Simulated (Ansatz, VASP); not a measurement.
# CdF2: VASP beside Ansatz

```xyz
3
Lattice="0.0000 2.6942 2.6942 2.6942 0.0000 2.6942 2.6942 2.6942 0.0000" Properties=species:S:1:pos:R:3 pbc="T T T"
Cd    0.0000    0.0000    0.0000
F     1.3471    1.3471    1.3471
F     4.0413    4.0413    4.0413
```

Alike in both runs: task single point; functional PBE; k mesh 6 × 6 × 6; no spin polarisation.

|  | VASP | Ansatz |
| --- | --- | --- |
| version | VASP 6.6.1 | Ansatz 0.2.0 |
| potentials or method | VASP PAW PBE potentials, release 64 (Cd, F) | plane waves, PAW |
| plane-wave cutoff (eV) | 520 | 420 |
| occupations | gaussian, width 0.01 eV | fixed |
| valence electrons in the cell | 26 | 34 |

|  | VASP | Ansatz | Ansatz less VASP |
| --- | --- | --- | --- |
| gap on the k mesh at the Fermi level (eV) | 3.09 | 3.12 | +0.033 |
| pressure (GPa) | 6.2 | 5.4 | -0.75 |

VASP's potentials hold 26 valence electrons a cell and Ansatz's 34, so a difference there can come from the potentials and not from the codes.
